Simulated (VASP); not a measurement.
Set up this calculation in VASP 6.6.1, as the native input.

```
Task                   : single point
Functional             : PBE
Potentials or basis    : VASP PAW PBE potentials, release 64 (Br)
Cutoff                 : 520 eV
k mesh                 : 12 × 12 × 12
Occupations            : fermi-dirac, width 0.05 eV
Spin                   : no spin polarisation
Dipole correction      : no
Further INCAR settings : ALGO = Normal; EDIFF = 1e-06; NBANDS = 14
```

The structure of Br lies in POSCAR:

```
Br
1.0
    2.1905886228     -1.2647369311      3.5834060405
    0.0000000000      2.5294738621      3.5834060406
   -2.1905886228     -1.2647369311      3.5834060405
Br
2
Direct
    0.2500001100      0.2500001100      0.2500001100
   -0.2500001100     -0.2500001100     -0.2500001100
```

One way to write it, as run:

INCAR

```
PREC = Accurate
ENCUT = 520
EDIFF = 1E-6
ISMEAR = -1
SIGMA = 0.05
LREAL = F
LASPH = T
NELM = 80
ALGO = Normal
ISIF = 2
LWAVE = F
LCHARG = T
GGA = PE
LELF = T
LVHAR = T
NBANDS = 14
```

KPOINTS

```
regular mesh
0
Gamma
  12 12 12
```

Potentials or basis: VASP PAW PBE potentials, release 64 (Br).

Launch:

```bash
$ cat potpaw_PBE.64/Br/POTCAR > POTCAR
$ mpirun -np 1 vasp_std > vasp.out
```

It gave:

```json
{
 "Pressure": "0.0 GPa",
 "Band gap on the k mesh": "zero (bands 7 and 8 overlap by 2.77 eV)"
}
```

Wall time 110 s on 1 thread of Intel(R) Xeon(R) Platinum 8375C CPU @ 2.90GHz (Ice Lake), with other jobs on the host, peak memory 0.28 GiB.
